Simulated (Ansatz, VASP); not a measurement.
## AgCl: VASP beside Ansatz

Contents of INCAR:

```
SYSTEM = AgCl
ALGO = Normal
EDIFF = 1E-6
ENCUT = 520
GGA = PS
ISIF = 2
ISMEAR = -1
LASPH = .TRUE.
LCHARG = .TRUE.
LELF = .TRUE.
LREAL = .FALSE.
LVHAR = .TRUE.
LWAVE = .FALSE.
NBANDS = 16
NELM = 60
PREC = Accurate
SIGMA = 0.05
```

KPOINTS

```
k-points
0
G
  8 8 8
  0 0 0
```

Contents of POSCAR:

```
AgCl
1.0
    0.0000000000      2.7166437422      2.7166437422
    2.7166437422      0.0000000000      2.7166437422
    2.7166437422      2.7166437422      0.0000000000
Ag Cl
1 1
Direct
    0.0000000000      0.0000000000      0.0000000000
    0.5000000000      0.5000000000      0.5000000000
```

File input.yaml:

```yaml
crystal:
  lattice:
    - [0.0, 2.7166437422, 2.7166437422]
    - [2.7166437422, 0.0, 2.7166437422]
    - [2.7166437422, 2.7166437422, 0.0]
  atoms:
    - { symbol: Ag, position: [0.0, 0.0, 0.0] }
    - { symbol: Cl, position: [0.5, 0.5, 0.5] }
kpoints:
  mp_grid: { grid: [8, 8, 8] }
scf:
  occupations: { method: fermi_dirac, width: 0.05 }
hamiltonian:
  xc: pbesol
  pseudopotentials: { kind: all_electron, lapw: { basis_error: 0.001 } }
output:
  forces: true
  stress: true
  eigenvalues: true
```

Change from the starting cell: volume scaled by 0.98.

Alike in both runs: task single point; functional PBEsol; k mesh 8 × 8 × 8; occupations fermi-dirac, width 0.05 eV; no spin polarisation.

```csv
,VASP,Ansatz
version,VASP 6.6.1,Ansatz 0.2.0
potentials or method,"VASP PAW PBE potentials, release 64 (Ag, Cl), cutoff 520 eV","all-electron LAPW, scalar-relativistic"
```

VASP gave:

```
gap on the k mesh at the Fermi level (eV) : 0.72
least direct gap on the mesh (eV)         : 3.25
pressure (GPa)                            : 0.4
```

Problem. Estimate Ansatz's values.

Solution. gap on the k mesh at the Fermi level (eV): 0.73; least direct gap on the mesh (eV): 3.26; pressure (GPa): 0.5.

VASP's potentials were made for PBE, not for PBEsol. Ansatz ran all-electron here, and VASP with PAW potentials.
